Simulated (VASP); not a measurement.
# Mg8HO8 (a cell with a defect) in VASP: a series of runs

Runs on Mg8HO8 (a cell with a defect). Level: PBE. Tasks: single point.

All numbers are computed with VASP 6.6.1; they aren't measurements. Logs are shortened: lines on timing, memory, paths and dates and some standing lists are left out, and cuts for length are marked.

### 1 The cell of the first run

The cell holds a defect, 17 atoms: a = 5.511 Å, b = 5.511 Å, c = 5.511 Å, α = 60.00°, β = 60.00°, γ = 60.00°.

### 2 Single point, PBE

Contents of INCAR:

```
  PREC = Accurate
  ENCUT = 520
  EDIFF = 1E-6
  ISMEAR = 0
  SIGMA = 0.02
  LREAL = Auto
  LASPH = True
  NELM = 100
  ALGO = Normal
  ISIF = 2
  LWAVE = False
  LCHARG = True
  GGA = PE
  LELF = True
  LVHAR = True
  NBANDS = 46
  NELECT = 64.0
```

Contents of KPOINTS:

```
Automatic mesh
0
Gamma
  3 3 3
```

Contents of POSCAR:

```
Mg8HO8
1.0
    0.0000000000      3.8970000000      3.8970000000
    3.8970000000      0.0000000000      3.8970000000
    3.8970000000      3.8970000000      0.0000000000
Mg O H
8 8 1
Direct
   -0.0013399563     -0.0005251877      0.0035578304
   -0.0012129145     -0.0003941716      0.5075843390
    0.0211802565      0.4837193457      0.0125861233
   -0.0012299313      0.4952605132      0.5075801127
    0.4828874981      0.0220306629      0.0125858883
    0.4944329075     -0.0004064072      0.5075817682
    0.4829612890      0.4837690929      0.0125523407
    0.4986758444      0.4994878652      0.5035312174
    0.2433006286      0.2441332960      0.2697144361
    0.2487611268      0.2495835069      0.7556060057
    0.2509724358      0.7491291737      0.2519968183
    0.2487721102      0.7472362210      0.7556003036
    0.7483130682      0.2517690016      0.2520075741
    0.7464270347      0.2495876146      0.7555981411
    0.7482804906      0.7491076473      0.2519648638
    0.7435981078      0.7444242669      0.7687786213
    0.6705456039      0.6714800587     -0.0119515839
```

Potentials or basis: VASP PAW PBE potentials, release 64 (Mg, O, H).

Run with:

```bash
$ cat potpaw_PBE.64/Mg/POTCAR potpaw_PBE.64/O/POTCAR potpaw_PBE.64/H/POTCAR > POTCAR
$ mpirun -np 1 vasp_std > vasp.out
```

OUTCAR:

```text
PREC = Accurate
   ENCUT = 520
   EDIFF = 1E-6
   ISMEAR = 0
   LREAL = Auto
   LASPH = True
   NELM = 100
   ISIF = 2
   GGA = PE
   NELECT = 64.0

 ion  position               nearest neighbor table
   1  0.999  0.999  0.004-  14 1.95  12 1.95  10 1.95  13 1.95  15 1.95  11 1.95   2 2.73   6 2.73
                             4 2.73   3 2.76   5 2.76   7 2.76   7 2.76   3 2.76   5 2.76   4 2.78
   2  0.999  1.000  0.508-   9 1.91  14 1.94  12 1.94  13 1.97  11 1.97  16 1.99   5 2.70   3 2.70
                             6 2.73   4 2.73   1 2.73   8 2.76   8 2.76   1 2.78   4 2.78   6 2.78
   3  0.021  0.484  0.013-  17 1.72   9 1.87  12 1.92  10 1.92  15 1.97  13 1.97  16 2.03   5 2.54
                             7 2.55   2 2.70   4 2.70   8 2.72   1 2.76   1 2.76   8 2.80   4 2.82
   4  0.999  0.495  0.508-   9 1.91  14 1.94  10 1.94  11 1.97  15 1.97  16 1.99   3 2.70   7 2.70
                             2 2.73   6 2.73   1 2.73   8 2.76   8 2.76   1 2.78   6 2.78   2 2.78
   5  0.483  0.022  0.013-  17 1.72   9 1.87  14 1.92  10 1.92  15 1.97  11 1.97  16 2.03   3 2.54
                             7 2.54   2 2.70   6 2.70   8 2.72   1 2.76   1 2.76   8 2.80   6 2.82
   6  0.494  1.000  0.508-   9 1.91  10 1.94  12 1.94  13 1.97  15 1.97  16 1.99   5 2.70   7 2.70
                             2 2.73   4 2.73   1 2.73   8 2.76   8 2.76   1 2.78   4 2.78   2 2.78
   7  0.483  0.484  0.013-  17 1.72   9 1.87  14 1.92  12 1.92  11 1.97  13 1.97  16 2.03   5 2.54
                             3 2.55   6 2.70   4 2.70   8 2.72   1 2.76   1 2.76   8 2.80   4 2.81
   8  0.499  0.499  0.504-  15 1.95  11 1.95  13 1.95  12 1.95  14 1.95  10 1.95   5 2.72   3 2.72
                             7 2.72   6 2.76   4 2.76   2 2.76   2 2.76   4 2.76   6 2.76   7 2.80
   9  0.243  0.244  0.270-   5 1.87   3 1.87   7 1.87   4 1.91   6 1.91   2 1.91
  10  0.249  0.250  0.756-   5 1.92   3 1.92   6 1.94   4 1.94   8 1.95   1 1.95
  11  0.251  0.749  0.252-   8 1.95   1 1.95   7 1.97   5 1.97   2 1.97   4 1.97
  12  0.249  0.747  0.756-   3 1.92   7 1.92   2 1.94   6 1.94   8 1.95   1 1.95
  13  0.748  0.252  0.252-   8 1.95   1 1.95   7 1.97   3 1.97   2 1.97   6 1.97
  14  0.746  0.250  0.756-   5 1.92   7 1.92   2 1.94   4 1.94   8 1.95   1 1.95
  15  0.748  0.749  0.252-   8 1.95   1 1.95   3 1.97   5 1.97   6 1.97   4 1.97
  16  0.744  0.744  0.769-  17 0.99   6 1.99   4 1.99   2 1.99   7 2.03   3 2.03   5 2.03
  17  0.671  0.671  0.988-  16 0.99   5 1.72   3 1.72   7 1.72

  LATTYP: Found a face centered cubic cell.
 ALAT       =     7.7940000000

  Lattice vectors:

 A1 = (   0.0000000000,   3.8970000000,   3.8970000000)
 A2 = (   3.8970000000,   0.0000000000,   3.8970000000)
 A3 = (   3.8970000000,   3.8970000000,   0.0000000000)

Analysis of symmetry for initial positions (statically):
=====================================================================
 Subroutine PRICEL returns:
 Original cell was already a primitive cell.

 Routine SETGRP: Setting up the symmetry group for a
[... 154 lines left out ...]
   ISMEAR =     0;   SIGMA  =   0.02  broadening in eV -4-tet -1-fermi 0-gaus
   EFERMI_NEDOS =   21; number of points for ismear=-14 and -15
   IALGO  =     38    algorithm
   IMIX   =      4    mixing-type and parameters
     AMIX     =   0.40;   BMIX     =  1.00
     AMIX_MAG =   1.60;   BMIX_MAG =  1.00
  volume/ion in A,a.u.               =       6.96        46.99
  Fermi-wavevector in a.u.,A,eV,Ry     =   1.333709  2.520345 24.201767  1.778780
  Thomas-Fermi vector in A             =   2.462546
   LORBIT       =      0    0 simple, 1 ext, 2 COOP (PROOUT), +10 PAW based schemes
   GGA     = PE    functional components
   LHFCALC =     F    Hartree Fock is set to
   AEXX    =    0.0000 exact exchange contribution
   IVDW    =     0    specifies the selected vdW correction
   LEPSILON=     F    determine dielectric tensor
   LRPA    =     F    only Hartree local field effects (RPA)
 non-spin polarized calculation
 Gauss-broadening in eV      SIGMA  =   0.02
  energy-cutoff  :      520.00
  volume of cell :      118.36
 maximum number of plane-waves:      3198
 NGX is ok and might be reduce to    42
   NGX = 21   NGY = 21   NGZ = 21

 number of electron      64.0000000 magnetization

 Free energy of the ion-electron system (eV)
  ---------------------------------------------------
  ext. energy  EPLUGINS =         0.00000000
  ---------------------------------------------------
  free energy    TOTEN  =       -97.35399898 eV

  energy without entropy =      -97.35399898  energy(sigma->0) =      -97.35399898

 E-fermi :   5.4866     XC(G=0): -12.2244

 val. band max:        5.3076738994   @ k =   0.0000   0.0000   0.0000
 cond. band min:      11.0791332075   @ k =   0.0000   0.0000   0.0000
 fundamental gap:      5.7714593082
 Fermi energy:         5.4866154246

 k-point     1 :       0.0000    0.0000    0.0000
  band No.  band energies     occupation
      1     -15.6132      2.00000
      2     -12.7488      2.00000
      3     -11.2986      2.00000
      4     -11.1695      2.00000
      5     -11.1478      2.00000
      6     -11.1472      2.00000
[... 647 lines left out ...]
     43      18.0438      0.00000
     44      18.1730      0.00000
 [bands above 44 left out]

------------------------ aborting loop because EDIFF is reached ----------------------------------------

  FORCE on cell =-STRESS in cart. coord.  units (eV):
  Direction    XX          YY          ZZ          XY          YZ          ZX
  --------------------------------------------------------------------------------------
  -------------------------------------------------------------------------------------
  Total       45.0419420     45.0376182     45.0261257     -2.2091589      2.1933038      2.2000757
  in kB      609.6863557    609.6278300    609.4722675    -29.9031071     29.6884939     29.7801583
  external PRESSURE =     609.5954844 kB  Pullay stress =       0.0000000 kB

 VOLUME and BASIS-vectors are now :
 -----------------------------------------------------------------------------
  energy-cutoff  :      520.00
  volume of cell :      118.36
      direct lattice vectors                 reciprocal lattice vectors
     0.000000000  3.897000000  3.897000000    -0.128303823  0.128303823  0.128303823
     3.897000000  0.000000000  3.897000000     0.128303823 -0.128303823  0.128303823
     3.897000000  3.897000000  0.000000000     0.128303823  0.128303823 -0.128303823

 POSITION                                       TOTAL-FORCE (eV/Angst)
 -----------------------------------------------------------------------------------
      3.90882      3.90564      7.78673        -0.009018     -0.007910      0.010364
      5.87352      5.87033      7.78774        -0.000780     -0.002505      0.012943
      1.93410      0.13159      1.96759        -0.006353      0.017490      0.002570
      3.90807      5.87025      5.82224        -0.013845      0.000141      0.001558
      0.13490      1.93086      1.96767         0.016854     -0.006405      0.002392
      5.87346      3.90485      5.82222         0.000600     -0.013215      0.001579
[... 9 lines left out ...]
      5.89695      5.89373      5.79882        -0.080648     -0.080576      0.081780
      6.46718      6.46354      5.22987         0.079673      0.081373     -0.084379
 -----------------------------------------------------------------------------------
    total drift:                               -0.007163     -0.002386      0.001021

  FREE ENERGIE OF THE ION-ELECTRON SYSTEM (eV)
  ---------------------------------------------------
  free  energy   TOTEN  =       -97.3539989793 eV

  energy  without entropy=      -97.3539989793  energy(sigma->0) =      -97.35399898
```

OSZICAR:

```text
N       E                     dE             d eps       ncg     rms          rms(c)
DAV:   1     0.326363865122E+03    0.32636E+03   -0.33967E+04  1352   0.132E+03
DAV:   2    -0.923299165588E+02   -0.41869E+03   -0.40929E+03  1628   0.298E+02
DAV:   3    -0.109856479806E+03   -0.17527E+02   -0.17464E+02  1594   0.613E+01
DAV:   4    -0.109959089709E+03   -0.10261E+00   -0.10253E+00  1530   0.530E+00
DAV:   5    -0.109959647268E+03   -0.55756E-03   -0.55742E-03  1544   0.393E-01    0.211E+01
DAV:   6    -0.975289997687E+02    0.12431E+02   -0.39800E+01  1560   0.309E+01    0.577E+00
DAV:   7    -0.974302976667E+02    0.98702E-01   -0.21389E+00  1528   0.638E+00    0.400E+00
DAV:   8    -0.973771954527E+02    0.53102E-01   -0.34626E-01  1496   0.382E+00    0.102E+00
DAV:   9    -0.973547787671E+02    0.22417E-01   -0.50579E-02  1600   0.130E+00    0.371E-01
DAV:  10    -0.973541591651E+02    0.61960E-03   -0.23909E-02  1452   0.817E-01    0.158E-01
DAV:  11    -0.973539222551E+02    0.23691E-03   -0.13948E-03  1488   0.242E-01    0.634E-02
DAV:  12    -0.973540165274E+02   -0.94272E-04   -0.52107E-04  1568   0.126E-01    0.315E-02
DAV:  13    -0.973539998295E+02    0.16698E-04   -0.78387E-05  1512   0.563E-02    0.108E-02
DAV:  14    -0.973539994640E+02    0.36548E-06   -0.30571E-05  1584   0.289E-02    0.530E-03
DAV:  15    -0.973539989793E+02    0.48466E-06   -0.15077E-06   960   0.806E-03
   1 F= -.97353999E+02 E0= -.97353999E+02  d E =-.138475E-37
```

stdout:

```text
POSCAR found type information on POSCAR MgO H
 POSCAR found :  3 types and      17 ions
 scaLAPACK will be used
 LDA part: xc-table for (Slater+PW92), standard interpolation
 POSCAR, INCAR and KPOINTS ok, starting setup
 FFT: planning ... GRIDC
 FFT: planning ... GRID_SOFT
 FFT: planning ... GRID
 WAVECAR not read
 entering main loop
 the old and the new charge density differ
 old charge density:    65.00000 new   64.00000
    0.211E+01
```

Wall time 1.8 min (1 thread of Intel Xeon 6975P-C (Granite Rapids), shared host); peak memory 0.27 GiB.

What came out:

```yaml
Free_energy: -97.3540 eV
Largest_force: 0.142 eV/Å
```

Forces in eV/Å, atoms in the order of the input:
```
Mg  -0.009 -0.008  0.010
Mg  -0.001 -0.003  0.013
Mg  -0.006  0.017  0.003
Mg  -0.014  0.000  0.002
Mg   0.017 -0.006  0.002
Mg   0.001 -0.013  0.002
Mg  -0.003 -0.003 -0.020
Mg   0.005  0.006 -0.007
O    0.012  0.011 -0.012
O   -0.003 -0.004 -0.001
O   -0.001  0.003  0.003
O    0.002 -0.002  0.004
O    0.004 -0.002  0.003
O   -0.002  0.002  0.005
O    0.001  0.000 -0.004
O   -0.081 -0.081  0.082
H    0.080  0.081 -0.084
```

Caveat: the k points lie up to 0.47 Å⁻¹ apart; the cell carries a net charge on a neutralising background, which shifts energy and pressure; the cell is charged against a uniform background, so pressure and absolute levels hang on convention.

### 3 Single point, PBE

Contents of INCAR:

```
PREC = Accurate ; ENCUT = 520
EDIFF = 1E-7 ; ISMEAR = 0
SIGMA = 0.02 ; LREAL = Auto
LASPH = True ; NELM = 100
ALGO = Normal ; ISIF = 2
LWAVE = False ; LCHARG = False
GGA = PE ; NELECT = 64.0
NBANDS = 46
```

Contents of KPOINTS:

```
regular mesh
0
Gamma
  3 3 3
```

Contents of POSCAR:

```
Mg8HO8
1.0
    0.0000000000      3.8970000000      3.8970000000
    3.8970000000      0.0000000000      3.8970000000
    3.8970000000      3.8970000000      0.0000000000
Mg O H
8 8 1
Direct
    0.0009926944      0.0015808058      0.0009013931
    0.0008700058      0.0014627694      0.5050577312
    0.0008637915      0.5057498372      0.0007722969
   -0.0214826199      0.5173101538      0.5166259523
    0.5051477416      0.0014630238      0.0007778170
    0.5167040303     -0.0208625768      0.5166109585
    0.5167167196      0.5173063857     -0.0215692110
    0.5009838631      0.5015671587      0.5008921324
    0.2559259495      0.2565367351      0.2558325253
    0.2513375813      0.2519330047      0.7485451260
    0.2513454012      0.7492057496      0.2512555932
    0.2532146566      0.7514605011      0.7507637899
    0.7486386429      0.2519314866      0.2512469637
    0.7508647553      0.2538015329      0.7507730008
    0.7508551480      0.7514602486      0.2531223449
    0.7563463362      0.7569528256      0.7562566675
    0.3289385427      0.3296246983      0.3288598482
```

Potentials or basis: VASP PAW PBE potentials, release 64 (Mg, O, H).

Run with:

```bash
$ cat potpaw_PBE.64/Mg/POTCAR potpaw_PBE.64/O/POTCAR potpaw_PBE.64/H/POTCAR > POTCAR
$ mpirun -np 1 vasp_std > vasp.out
```

It took 1.9 min on 1 thread of Intel Xeon 6975P-C (Granite Rapids), shared host; peak memory 0.27 GiB.

The run converged. Its results:

```
Free energy   : -97.3539 eV
Largest force : 0.160 eV/Å
```

Forces in eV/Å, atoms in the order of the input:
```
Mg  -0.016 -0.016 -0.016
Mg   0.004  0.004 -0.024
Mg   0.004 -0.022  0.004
Mg   0.022 -0.008 -0.009
Mg  -0.023  0.004  0.004
Mg  -0.008  0.022 -0.009
Mg  -0.009 -0.008  0.022
Mg   0.003  0.003  0.003
O   -0.080 -0.082 -0.081
O   -0.002 -0.003  0.005
O   -0.002  0.006 -0.002
O    0.004 -0.003 -0.002
O    0.005 -0.003 -0.003
O   -0.002  0.004 -0.003
O   -0.003 -0.003  0.005
O    0.013  0.011  0.013
H    0.092  0.093  0.092
```

Levels at points of the mesh, in eV from the Fermi level:
```csv
k point,band 28,band 29,band 30,band 31,band 32,band 33,band 34,band 35,band 36,band 37
"(0.00, 0.00, 0.00)",-0.87,-0.87,-0.22,-0.17,-0.17,5.60,7.71,9.05,9.21,9.21
```

Caveat: the k points lie up to 0.47 Å⁻¹ apart; the cell carries a net charge on a neutralising background, which shifts energy and pressure; the cell is charged against a uniform background, so pressure and absolute levels hang on convention.
